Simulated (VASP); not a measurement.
A run of VASP 6.6.1 is set up as follows.

INCAR

```
ALGO = Normal
EDIFF = 1E-7
ENCUT = 520
GGA = PE
ISIF = 2
ISMEAR = 0
LASPH = T
LCHARG = F
LREAL = F
LWAVE = F
NBANDS = 48
NELM = 80
PREC = Accurate
SIGMA = 0.2
```

Contents of KPOINTS:

```
k-points
0
Gamma
  4 4 4
```

File POSCAR:

```
CoSi8Ni3
1.0
    5.4096442000      0.0000000000      0.0000000000
    0.0000000000      5.4096442000      0.0000000000
    0.0000000000      0.0000000000      5.4096442000
Co Si Ni
1 8 3
Direct
    0.5000000000      0.5000000000      0.5000000000
    0.7480230000      0.2519770000      0.2519770000
    0.2519770000      0.2519770000      0.7480230000
    0.7480230000      0.7480230000      0.7480230000
    0.2519770000      0.7480230000      0.2519770000
    0.2519770000      0.7480230000      0.7480230000
    0.7480230000      0.7480230000      0.2519770000
    0.2519770000      0.2519770000      0.2519770000
    0.7480230000      0.2519770000      0.7480230000
    0.5000000000      0.0000000000      0.0000000000
    0.0000000000      0.0000000000      0.5000000000
    0.0000000000      0.5000000000      0.0000000000
```

Potentials or basis: VASP PAW PBE potentials, release 64 (Co, Si, Ni).

Run with:

```sh
$ cat potpaw_PBE.64/Co/POTCAR potpaw_PBE.64/Si/POTCAR potpaw_PBE.64/Ni/POTCAR > POTCAR
$ mpirun -np 1 vasp_std > vasp.out
```

Task: What does it give for the pressure?

Result: 0.3 GPa.

Task: What does it give for the largest force?

Result: 0.005 eV/Å.

Forces in eV/Å, atoms in the order of the input:
```
Co   0.000  0.000  0.000
Si   0.003 -0.003 -0.003
Si  -0.003 -0.003  0.003
Si   0.003  0.003  0.003
Si  -0.003  0.003 -0.003
Si  -0.003  0.003  0.003
Si   0.003  0.003 -0.003
Si  -0.003 -0.003 -0.003
Si   0.003 -0.003  0.003
Ni   0.000  0.000  0.000
Ni   0.000  0.000  0.000
Ni   0.000  0.000  0.000
```

Caveat: the run has no spin polarisation, though such a crystal can be magnetic. Spin polarisation is off, so any magnetic state and its effect on volume and gap are missing.
